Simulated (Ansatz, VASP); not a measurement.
# NaF in VASP and in Ansatz

```xyz
4
Lattice="3.2536 0.0000 0.0000 -1.6268 2.8177 0.0000 0.0000 0.0000 5.6926" Properties=species:S:1:pos:R:3 pbc="T T T"
Na    0.0000    0.0000    0.0000
Na    0.0000    0.0000    2.8463
F     0.0000    1.8785    1.4231
F     1.6268    0.9392    4.2694
```

Alike in both runs: task single point; functional PBE; k mesh 9 × 9 × 4; no spin polarisation.

|  | VASP | Ansatz |
| --- | --- | --- |
| version | VASP 6.6.1 | Ansatz 0.2.0 |
| potentials or method | VASP PAW PBE potentials, release 64 (Na_pv, F) | plane waves, PAW |
| plane-wave cutoff (eV) | 520 | 420 |
| occupations | gaussian, width 0.01 eV | fixed |
| valence electrons in the cell | 28 | 32 |

|  | VASP | Ansatz | Ansatz less VASP |
| --- | --- | --- | --- |
| gap on the k mesh at the Fermi level (eV) | 5.98 | 5.99 | +0.016 |
| pressure (GPa) | -0.1 | 0.0 | +0.14 |

VASP's potentials hold 28 valence electrons a cell and Ansatz's 32, so a difference there can come from the potentials and not from the codes.
